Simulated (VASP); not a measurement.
Crystal: AlP.

```xyz
2
Lattice="0.0000 2.7350 2.7350 2.7350 0.0000 2.7350 2.7350 2.7350 0.0000" Properties=species:S:1:pos:R:3 pbc="T T T"
Al    0.0000    0.0000    0.0000
P     1.3675    1.3675    1.3675
```

Base run:

| Property | Result |
| --- | --- |
| Program | VASP 6.6.1 |
| Functional | r2SCAN |
| Potentials or basis | VASP PAW PBE potentials, release 64 (Al, P) |
| Cutoff | 550 eV |
| k mesh | 8 × 8 × 8 |
| Occupations | fermi-dirac, width 0.05 eV |
| Spin | no spin polarisation |

Its results: band gap on the k mesh 1.92 eV, indirect (least direct gap 3.95 eV); pressure 0.1 GPa.

Task: The run is repeated on the same cell with these changes: functional from r2SCAN to PBEsol; cutoff from 550 eV to 500 eV. What comes out?

Result: Band gap on the k mesh 1.45 eV, indirect (least direct gap 3.16 eV); pressure 0.1 GPa.

r2SCAN gives the wider gap, since meta-GGAs in the generalised Kohn-Sham scheme recover part of the derivative discontinuity.

Caveats: the PAW data sets were made with another functional, which shifts forces and pressure a little.

A k mesh can miss the band edges.
